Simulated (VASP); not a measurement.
# AgCl (I4/mmm) in VASP: a series of runs

AgCl is run at these levels: PBE, r2SCAN; tasks: single point.

Program: VASP 6.6.1. These are calculated values, not measurements. Logs are shortened: lines on timing, memory, paths and dates and some standing lists are left out, and cuts for length are marked.

**1. The cell of the first run**

Symmetry: I4/mmm, No. 139, tetragonal system. Conventional cell: a = 3.874 Å, b = 3.874 Å, c = 5.546 Å, α = 90.00°, β = 90.00°, γ = 90.00°. Ag (site symmetry 4/mmm) has 6 Cl at 2.74 to 2.77 Å within 3.6 Å. Within 3.6 Å of Cl (site symmetry 4/mmm) lie 6 Ag at 2.74 to 2.77 Å.

**2. Single point, PBE (biaxial xy strain -1.2%)**

Input file INCAR:

```
  ALGO = Normal
  EDIFF = 1E-7
  ENCUT = 520
  GGA = PE
  ISIF = 2
  ISMEAR = -1
  LASPH = True
  LCHARG = True
  LELF = True
  LREAL = False
  LVHAR = True
  LWAVE = False
  NBANDS = 16
  NELM = 80
  PREC = Accurate
  SIGMA = 0.02
```

Input file KPOINTS:

```
k-points
0
Gamma
  8 8 8
```

Input file POSCAR:

```
AgCl
1.0
    0.0000000000      2.7390736517      2.7731838126
    2.7390736517      0.0000000000      2.7731838126
    2.7390736517      2.7390736517      0.0000000000
Ag Cl
1 1
Direct
    0.0000000000      0.0000000000      0.0000000000
    0.5000000000      0.5000000000      0.5000000000
```

Potentials or basis: VASP PAW PBE potentials, release 64 (Ag, Cl).

Started as:

```sh
$ cat potpaw_PBE.64/Ag/POTCAR potpaw_PBE.64/Cl/POTCAR > POTCAR
$ mpirun -np 1 vasp_std > vasp.out
```

OUTCAR:

```text
EDIFF = 1E-7
   ENCUT = 520
   GGA = PE
   ISIF = 2
   ISMEAR = -1
   LASPH = True
   LREAL = False
   NELM = 80
   PREC = Accurate

 ion  position               nearest neighbor table
   1  0.000  0.000  0.000-   2 2.74   2 2.74   2 2.74   2 2.74   2 2.77   2 2.77
   2  0.500  0.500  0.500-   1 2.74   1 2.74   1 2.74   1 2.74   1 2.77   1 2.77

  LATTYP: Found a body centered tetragonal cell.
 ALAT       =     3.8736351066
 C/A-ratio  =     1.4318250100

  Lattice vectors:

 A1 = (  -2.7390736517,   0.0000000000,   2.7731838126)
 A2 = (   2.7390736517,   0.0000000000,   2.7731838126)
 A3 = (   0.0000000000,   2.7390736517,  -2.7731838126)

Analysis of symmetry for initial positions (statically):
=====================================================================
 Subroutine PRICEL returns:
 Original cell was already a primitive cell.

 Routine SETGRP: Setting up the symmetry group for a
 body centered tetragonal supercell.

 Subroutine GETGRP returns: Found 16 space group operations
 (whereof 16 operations were pure point group operations)
 out of a pool of 16 trial point group operations.

The static configuration has the point symmetry D_4h.

Analysis of symmetry for dynamics (positions and initial velocities):
=====================================================================
 Subroutine PRICEL returns:
 Original cell was already a primitive cell.

 Routine SETGRP: Setting up the symmetry group for a
 body centered tetragonal supercell.

 Subroutine GETGRP returns: Found 16 space group operations
 (whereof 16 operations were pure point group operations)
 out of a pool of 16 trial point group operations.

The dynamic configuration has the point symmetry D_4h.

 Subroutine INISYM returns: Found 16 space group operations
 (whereof 16 operations are pure point group operations),
 and found     1 'primitive' translations

----------------------------------------------------------------------------------------

                                     Primitive cell

  volume of cell :      41.6118

  direct lattice vectors                    reciprocal lattice vectors
     0.000000000  2.739073652  2.773183813    -0.182543467  0.182543467  0.180298182
     2.739073652  0.000000000  2.773183813     0.182543467 -0.182543467  0.180298182
     2.739073652  2.739073652  0.000000000     0.182543467  0.182543467 -0.180298182

  length of vectors
     3.897829258  3.897829258  3.873635107     0.314883580  0.314883580  0.314883580

[... 75 lines left out ...]
   LNONCOLLINEAR =      F non collinear calculations
   LSORBIT =      F    spin-orbit coupling
   LASPH  =      T    aspherical Exc in radial PAW
   ENCUT  =  520.0 eV  38.22 Ry    6.18 a.u.   7.25  7.25  7.20*2*pi/ulx,y,z
   NELM   =     80;   NELMIN=  2; NELMDL= -5     # of ELM steps
   EDIFF  = 0.1E-06   stopping-criterion for ELM
   LREAL  =      F    real-space projection
   EDIFFG = 0.1E-05   stopping-criterion for IOM
   NSW    =      0    number of steps for IOM
   IBRION =     -1    ionic relax: 0-MD 1-quasi-New 2-CG
   NFREE  =      0    steps in history (QN), initial steepest desc. (CG)
   ISIF   =      2    stress and relaxation
   ISYM   =      2    0-nonsym 1-usesym 2-fastsym
   POTIM  = 0.5000    time-step for ionic-motion
   TEBEG  =    0.0;   TEEND  =   0.0 temperature during run
   PSTRESS=    0.0 pullay stress
   NELECT =      18.0000    total number of electrons
   NUPDOWN=      -1.0000    fix difference up-down
   EMIN   =  10.00;   EMAX   =-10.00  energy-range for DOS
   EFERMI =   0.00;   METHOD = LEGACY
   ISMEAR =    -1;   SIGMA  =   0.02  broadening in eV -4-tet -1-fermi 0-gaus
   EFERMI_NEDOS =   21; number of points for ismear=-14 and -15
   IALGO  =     38    algorithm
   IMIX   =      4    mixing-type and parameters
     AMIX     =   0.40;   BMIX     =  1.00
     AMIX_MAG =   1.60;   BMIX_MAG =  1.00
  volume/ion in A,a.u.               =      20.81       140.41
  Fermi-wavevector in a.u.,A,eV,Ry     =   1.238113  2.339694 20.856697  1.532924
  Thomas-Fermi vector in A             =   2.372652
   LORBIT       =      0    0 simple, 1 ext, 2 COOP (PROOUT), +10 PAW based schemes
   GGA     = PE    functional components
   LHFCALC =     F    Hartree Fock is set to
   AEXX    =    0.0000 exact exchange contribution
   IVDW    =     0    specifies the selected vdW correction
   LEPSILON=     F    determine dielectric tensor
   LRPA    =     F    only Hartree local field effects (RPA)
 non-spin polarized calculation
  energy-cutoff  :      520.00
  volume of cell :       41.61
 maximum number of plane-waves:      1133
 NGX is ok and might be reduce to    30
   NGX = 15   NGY = 15   NGZ = 15

 number of electron      18.0000005 magnetization

 Free energy of the ion-electron system (eV)
  ---------------------------------------------------
  ext. energy  EPLUGINS =         0.00000000
  ---------------------------------------------------
  free energy    TOTEN  =        -5.37973334 eV

  energy without entropy =       -5.37973334  energy(sigma->0) =       -5.37973334

 E-fermi :   4.5851     XC(G=0): -10.0953

 val. band max:        4.1760172513   @ k =   0.5000  -0.0000   0.0000
 cond. band min:       5.0407237431   @ k =   0.0000   0.0000   0.0000
 fundamental gap:      0.8647064918
 Fermi energy:         4.5850859719

 k-point     1 :       0.0000    0.0000    0.0000
  band No.  band energies     occupation
      1     -11.1828      2.00000
      2       1.5723      2.00000
      3       1.6040      2.00000
      4       1.6040      2.00000
      5       1.6340      2.00000
      6       1.6373      2.00000
[... 433 lines left out ...]
      3       0.0330      2.00000
      4       0.2126      2.00000
      5       1.7697      2.00000
      6       1.9509      2.00000
[... 8 lines left out ...]
     15      17.9638      0.00000
     16      18.2008      0.00000

 [... further k-points ...]
[... 5 lines left out ...]
  --------------------------------------------------------------------------------------
  -------------------------------------------------------------------------------------
  Total        0.7621367      0.7621367      0.6584976      0.0000000      0.0000000      0.0000000
  in kB       29.3445436     29.3445436     25.3541283      0.0000000      0.0000000      0.0000000
  external PRESSURE =      28.0144052 kB  Pullay stress =       0.0000000 kB

 VOLUME and BASIS-vectors are now :
 -----------------------------------------------------------------------------
  energy-cutoff  :      520.00
  volume of cell :       41.61
      direct lattice vectors                 reciprocal lattice vectors
     0.000000000  2.739073652  2.773183813    -0.182543467  0.182543467  0.180298182
     2.739073652  0.000000000  2.773183813     0.182543467 -0.182543467  0.180298182
     2.739073652  2.739073652  0.000000000     0.182543467  0.182543467 -0.180298182

 POSITION                                       TOTAL-FORCE (eV/Angst)
 -----------------------------------------------------------------------------------
      0.00000      0.00000      0.00000        -0.000000      0.000000      0.000000
      2.73907      2.73907      2.77318         0.000000     -0.000000     -0.000000
 -----------------------------------------------------------------------------------
    total drift:                               -0.000000      0.000000      0.000000

  FREE ENERGIE OF THE ION-ELECTRON SYSTEM (eV)
  ---------------------------------------------------
  free  energy   TOTEN  =        -5.3797333362 eV

  energy  without entropy=       -5.3797333362  energy(sigma->0) =       -5.37973334
```

Wall time 25 s (1 thread of AMD EPYC 9R14 (Zen 4), shared host); peak memory 0.16 GiB.

Results:

| Item | Value |
| --- | --- |
| Free energy | -5.3797 eV |
| Pressure | 2.8 GPa |
| Band gap on the k mesh | 0.86 eV, indirect (least direct gap 3.26 eV) |

Stress tensor (GPa, compression positive):
```
2.93 0.00 0.00
0.00 2.93 0.00
0.00 0.00 2.54
```

Caveat: the cell differs from its parent crystal (biaxial xy strain -1.2%). A k mesh can miss the band edges.

**3. Single point, PBE (epitaxial xy strain +1.1%)**

Input file INCAR:

```
ALGO = Normal
EDIFF = 1E-6
ENCUT = 520
GGA = PE
ISIF = 2
ISMEAR = -1
LASPH = T
LCHARG = T
LELF = T
LREAL = F
LVHAR = T
LWAVE = F
NBANDS = 16
NELM = 60
PREC = Accurate
SIGMA = 0.02
```

KPOINTS is that of step 2.

Input file POSCAR:

```
AgCl
1.0
    0.0000000000      2.8039661530      2.7371703420
    2.8039661530      0.0000000000      2.7371703420
    2.8039661530      2.8039661530      0.0000000000
Ag Cl
1 1
Direct
    0.0000000000      0.0000000000      0.0000000000
    0.5000000000      0.5000000000      0.5000000000
```

Potentials or basis: VASP PAW PBE potentials, release 64 (Ag, Cl).

Started as:

```sh
$ cat potpaw_PBE.64/Ag/POTCAR potpaw_PBE.64/Cl/POTCAR > POTCAR
$ mpirun -np 1 vasp_std > vasp.out
```

OUTCAR:

```text
EDIFF = 1E-6
   ENCUT = 520
   GGA = PE
   ISIF = 2
   ISMEAR = -1
   LASPH = T
   LREAL = F
   NELM = 60
   PREC = Accurate

 ion  position               nearest neighbor table
   1  0.000  0.000  0.000-   2 2.74   2 2.74   2 2.80   2 2.80   2 2.80   2 2.80
   2  0.500  0.500  0.500-   1 2.74   1 2.74   1 2.80   1 2.80   1 2.80   1 2.80

  LATTYP: Found a body centered tetragonal cell.
 ALAT       =     3.9654069620
 C/A-ratio  =     1.3805243034

  Lattice vectors:

 A1 = (   0.0000000000,  -2.8039661530,  -2.7371703420)
 A2 = (   0.0000000000,   2.8039661530,  -2.7371703420)
 A3 = (   2.8039661530,   0.0000000000,   2.7371703420)

Analysis of symmetry for initial positions (statically):
=====================================================================
 Subroutine PRICEL returns:
 Original cell was already a primitive cell.

 Routine SETGRP: Setting up the symmetry group for a
 body centered tetragonal supercell.

 Subroutine GETGRP returns: Found 16 space group operations
[... 157 lines left out ...]
 Free energy of the ion-electron system (eV)
  ---------------------------------------------------
  ext. energy  EPLUGINS =         0.00000000
  ---------------------------------------------------
  free energy    TOTEN  =        -5.39648659 eV

  energy without entropy =       -5.39648659  energy(sigma->0) =       -5.39648659

 E-fermi :   4.2024     XC(G=0):  -9.9170

 val. band max:        3.7764442039   @ k =   0.5000  -0.0000   0.0000
 cond. band min:       4.6189277060   @ k =   0.0000   0.0000   0.0000
 fundamental gap:      0.8424835020
 Fermi energy:         4.2024409550

 k-point     1 :       0.0000    0.0000    0.0000
  band No.  band energies     occupation
      1     -11.3875      2.00000
      2       1.2791      2.00000
      3       1.2791      2.00000
      4       1.3342      2.00000
      5       1.3356      2.00000
      6       1.3414      2.00000
[... 433 lines left out ...]
      3      -0.1900      2.00000
      4      -0.0186      2.00000
      5       1.4588      2.00000
      6       1.6239      2.00000
[... 8 lines left out ...]
     15      17.4412      0.00000
     16      17.6467      0.00000

 [... further k-points ...]
[... 5 lines left out ...]
  --------------------------------------------------------------------------------------
  -------------------------------------------------------------------------------------
  Total        0.2420895      0.2420895      0.3850991      0.0000000     -0.0000000     -0.0000000
  in kB        9.0117513      9.0117513     14.3352648      0.0000000     -0.0000000     -0.0000000
  external PRESSURE =      10.7862558 kB  Pullay stress =       0.0000000 kB

 VOLUME and BASIS-vectors are now :
 -----------------------------------------------------------------------------
  energy-cutoff  :      520.00
  volume of cell :       43.04
      direct lattice vectors                 reciprocal lattice vectors
     0.000000000  2.803966153  2.737170342    -0.178318843  0.178318843  0.182670400
     2.803966153  0.000000000  2.737170342     0.178318843 -0.178318843  0.182670400
     2.803966153  2.803966153  0.000000000     0.178318843  0.178318843 -0.182670400

 POSITION                                       TOTAL-FORCE (eV/Angst)
 -----------------------------------------------------------------------------------
      0.00000      0.00000      0.00000        -0.000000     -0.000000     -0.000000
      2.80397      2.80397      2.73717         0.000000      0.000000      0.000000
 -----------------------------------------------------------------------------------
    total drift:                               -0.000000      0.000000      0.000000

  FREE ENERGIE OF THE ION-ELECTRON SYSTEM (eV)
  ---------------------------------------------------
  free  energy   TOTEN  =        -5.3964865896 eV

  energy  without entropy=       -5.3964865895  energy(sigma->0) =       -5.39648659
```

stdout:

```text
POSCAR found type information on POSCAR AgCl
 POSCAR found :  2 types and       2 ions
 scaLAPACK will be used
 LDA part: xc-table for (Slater+PW92), standard interpolation
 POSCAR, INCAR and KPOINTS ok, starting setup
 FFT: planning ... GRIDC
 FFT: planning ... GRID_SOFT
 FFT: planning ... GRID
 WAVECAR not read
 entering main loop
```

Wall time 23 s (1 thread of AMD EPYC 9R14 (Zen 4), shared host); peak memory 0.16 GiB.

What came out:

```
Free energy            : -5.3965 eV
Pressure               : 1.1 GPa
Band gap on the k mesh : 0.84 eV, indirect (least direct gap 3.15 eV)
```

Stress tensor (GPa, compression positive):
```
0.90 0.00 0.00
0.00 0.90 0.00
0.00 0.00 1.43
```

Caveat: the cell differs from its parent crystal (epitaxial xy strain +1.1%). A k mesh can miss the band edges.

**4. Single point, r2SCAN (biaxial xy strain -1.2%)**

Input file POSCAR:

```
AgCl
1.0
    0.0000000000      2.7390736517      2.7731838126
    2.7390736517      0.0000000000      2.7731838126
    2.7390736517      2.7390736517      0.0000000000
Ag Cl
1 1
Direct
    0.0000000000      0.0000000000      0.0000000000
    0.5000000000      0.5000000000      0.5000000000
```

Input file INCAR.step1:

```
PREC = Accurate
ENCUT = 520
ISMEAR = 0
SIGMA = 0.01
LREAL = F
LASPH = T
NELM = 100
NBANDS = 16
GGA = PE
ALGO = Normal
EDIFF = 1E-4
LWAVE = T
LCHARG = F
```

Input file INCAR.step2:

```
PREC = Accurate
ENCUT = 520
EDIFF = 1E-6
ISMEAR = 0
SIGMA = 0.01
LREAL = F
LASPH = T
NELM = 100
ALGO = Normal
ISIF = 2
LWAVE = F
LCHARG = F
METAGGA = R2SCAN
LMIXTAU = T
NBANDS = 16
ISTART = 1
```

Input file KPOINTS:

```
Automatic mesh
0
Gamma
  8 8 8
```

Started as:

```sh
$ cat potpaw_PBE.64/Ag/POTCAR potpaw_PBE.64/Cl/POTCAR > POTCAR
$ cp INCAR.step1 INCAR
$ mpirun -np 1 vasp_std > vasp.out
$ cp INCAR.step2 INCAR
$ mpirun -np 1 vasp_std > vasp.out
```

It took 1.8 min on 1 thread of AMD EPYC 9R14 (Zen 4), shared host; peak memory 0.16 GiB.

It converged, with:

```yaml
Free_energy: -28.6387 eV
Pressure: 1.2 GPa
Band_gap_on_the_k_mesh: 1.38 eV, indirect (least direct gap 3.79 eV)
```

Stress tensor (GPa, compression positive):
```
1.38 0.00 0.00
0.00 1.38 0.00
0.00 0.00 0.93
```

Levels at points of the mesh, in eV from the valence-band top:
| k point | band 6 | band 7 | band 8 | band 9 | band 10 | band 11 | band 12 | band 13 |
| --- | --- | --- | --- | --- | --- | --- | --- | --- |
| (0.00, 0.00, 0.00) | -2.57 | -2.57 | -2.53 | -2.53 | 1.38 | 11.27 | 11.30 | 11.30 |
| (0.50, 0.00, 0.00) | -2.19 | -1.86 | -0.09 | 0.00 | 4.60 | 7.27 | 8.12 | 8.25 |
| (0.50, 0.50, 0.00) | -2.34 | -2.07 | -2.07 | -1.95 | 2.85 | 8.33 | 9.21 | 12.50 |
| (0.50, 0.00, 0.50) | -2.33 | -2.08 | -2.07 | -1.94 | 2.84 | 8.25 | 9.33 | 12.30 |

Caveat: the cell differs from its parent crystal (biaxial xy strain -1.2%); the PAW data sets were made with another functional, which shifts forces and pressure a little. A k mesh can miss the band edges.

**5. Single point, r2SCAN (epitaxial xy strain +1.1%)**

Input file POSCAR:

```
AgCl
1.0
    0.0000000000      2.8039661530      2.7371703420
    2.8039661530      0.0000000000      2.7371703420
    2.8039661530      2.8039661530      0.0000000000
Ag Cl
1 1
Direct
    0.0000000000      0.0000000000      0.0000000000
    0.5000000000      0.5000000000      0.5000000000
```

Input file INCAR.step1:

```
SYSTEM = AgCl
PREC = Accurate
ENCUT = 520
ISMEAR = 0
SIGMA = 0.01
LREAL = .False.
LASPH = .True.
NELM = 80
NBANDS = 16
GGA = PE
ALGO = Normal
EDIFF = 1E-4
LWAVE = .True.
LCHARG = .False.
```

Input file INCAR.step2:

```
SYSTEM = AgCl
PREC = Accurate
ENCUT = 520
EDIFF = 1E-7
ISMEAR = 0
SIGMA = 0.01
LREAL = .False.
LASPH = .True.
NELM = 80
ALGO = Normal
ISIF = 2
LWAVE = .False.
LCHARG = .False.
METAGGA = R2SCAN
LMIXTAU = .True.
NBANDS = 16
ISTART = 1
```

Input file KPOINTS:

```
regular mesh
0
Gamma
  8 8 8
  0 0 0
```

Started as:

```sh
$ cat potpaw_PBE.64/Ag/POTCAR potpaw_PBE.64/Cl/POTCAR > POTCAR
$ cp INCAR.step1 INCAR
$ mpirun -np 1 vasp_std > vasp.out
$ cp INCAR.step2 INCAR
$ mpirun -np 1 vasp_std > vasp.out
```

Wall time 2.2 min (1 thread of AMD EPYC 9R14 (Zen 4), shared host); peak memory 0.16 GiB.

It converged, with:

| Property | Result |
| --- | --- |
| Free energy | -28.6413 eV |
| Pressure | -0.5 GPa |
| Band gap on the k mesh | 1.35 eV, indirect (least direct gap 3.67 eV) |

Stress tensor (GPa, compression positive):
```
-0.71  0.00  0.00
 0.00 -0.71  0.00
 0.00  0.00 -0.09
```

Levels at points of the mesh, in eV from the valence-band top:
```
           k point  band 6  band 7  band 8  band 9  band 10  band 11  band 12  band 13
(0.00, 0.00, 0.00)   -2.46   -2.44   -2.43   -2.42     1.35    11.25    11.25    11.31
(0.50, 0.00, 0.00)   -2.11   -1.80   -0.15    0.00     4.65     7.04     8.09     8.34
(0.50, 0.50, 0.00)   -2.22   -2.01   -2.01   -1.89     2.85     8.18     9.29    12.10
(0.50, 0.00, 0.50)   -2.25   -2.02   -2.00   -1.91     2.88     8.34     9.05    12.08
```

Caveat: the cell differs from its parent crystal (epitaxial xy strain +1.1%); the PAW data sets were made with another functional, which shifts forces and pressure a little.

**6. Summary**

| level | cell | smearing | gap on the mesh (eV) | pressure (GPa) |
| --- | --- | --- | --- | --- |
| PBE | a = 3.898, b = 3.898, c = 3.874 Å, angles 60.2, 60.2, 59.6°, 2 atoms | fermi-dirac 0.02 eV | 0.86 | 2.8 |
| PBE | a = 3.918, b = 3.918, c = 3.965 Å, angles 59.6, 59.6, 60.8°, 2 atoms | fermi-dirac 0.02 eV | 0.84 | 1.1 |
| r2SCAN | a = 3.898, b = 3.898, c = 3.874 Å, angles 60.2, 60.2, 59.6°, 2 atoms | gaussian 0.01 eV | 1.38 | 1.2 |
| r2SCAN | a = 3.918, b = 3.918, c = 3.965 Å, angles 59.6, 59.6, 60.8°, 2 atoms | gaussian 0.01 eV | 1.35 | -0.5 |

Alike in all rows: task single point; potentials or basis VASP PAW PBE potentials, release 64 (Ag, Cl); no spin polarisation; k mesh 8 × 8 × 8; cutoff (eV) 520.

Caveats: the PAW data sets were made with another functional, which shifts forces and pressure a little (some runs).

Total energies depend on the potentials used, so only differences within one code and one set of settings carry meaning.
